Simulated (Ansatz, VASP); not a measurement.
## Two plane-wave programs on Ga

```xyz
6
Lattice="3.9209 0.0001 -0.0167 0.0000 3.9187 0.0066 -0.0324 0.0116 7.9849" Properties=species:S:1:pos:R:3 pbc="T T T"
Ga    0.0018    1.9545    2.0009
Ga   -0.0340    1.9759    5.9910
Ga    1.9694   -0.0014    1.9858
Ga    1.9195    3.9316    5.9884
Ga    1.9608    1.9574   -0.0052
Ga    1.9433    1.9673    3.9878
```

Change from the starting cell: cell x2, atoms moved at random (sigma 0.15 Å) and cell strained at random (1.5 %), then relaxed without symmetry.

Alike in both runs: functional PBE; k mesh 6 × 6 × 4; occupations gaussian, width 0.2 eV; no spin polarisation.

Ansatz relaxed the structure, and its values are those at the end. VASP's run is a single point on that final structure, the one shown.

|  | VASP | Ansatz |
| --- | --- | --- |
| version | VASP 6.6.1 | Ansatz 0.2.0 |
| potentials or method | VASP PAW PBE potentials, release 64 (Ga_d), cutoff 520 eV | scalar-relativistic, plane waves, PAW |
| valence electrons in the cell | 78 | 78 |

Ansatz gave:

```
gap on the k mesh at the Fermi level (eV) : none
pressure (GPa)                            : -0.1
```

Problem. Which values does VASP return?

Solution. gap on the k mesh at the Fermi level (eV): none; pressure (GPa): 0.1.

A gap of «none» marks a metal or a gap that the smearing closes. The functional is the same, so the differences come from potentials, cutoffs and numerics.
